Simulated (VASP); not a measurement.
Nb, 1 atom in the cell. The structure is tetragonal, space group I4/mmm (No. 139). Conventional cell: a = 3.328 Å, b = 3.328 Å, c = 3.361 Å, α = 90.00°, β = 90.00°, γ = 90.00°. Within 3.8 Å of Nb (site symmetry 4/mmm) lie 14 Nb at 2.89 to 3.36 Å.  This cell differs from its parent crystal: cell strained by +1.0% along z.

| Item | Value |
| --- | --- |
| Program | VASP 6.6.1 |
| Task | single point |
| Functional | LAK |
| Potentials or basis | VASP PAW PBE potentials, release 64 (Nb_sv) |
| Cutoff | 620 eV |
| k mesh | 18 × 18 × 18 |
| Occupations | methfessel-paxton of order 2, width 0.05 eV |
| Spin | no spin polarisation |
| Tolerance level | standard |
| Purpose | stress |
| Further INCAR settings | ALGO = Normal; EDIFF = 1e-07; NBANDS = 25 |

Potentials or basis: VASP PAW PBE potentials, release 64 (Nb_sv).

Run with:

```sh
$ cat potpaw_PBE.64/Nb_sv/POTCAR > POTCAR
$ mpirun -np 2 vasp_std > vasp.out
```

Hardware: 2 MPI ranks on Intel(R) Xeon(R) 6975P-C (Granite Rapids) (shared host).

Q: Estimate the wall time of this run.

A: Wall time 3.9 min on 2 MPI ranks on Intel(R) Xeon(R) 6975P-C (Granite Rapids) (shared host), peak memory 0.3 GiB a rank. Counts: scf iterations 25, k points 480.
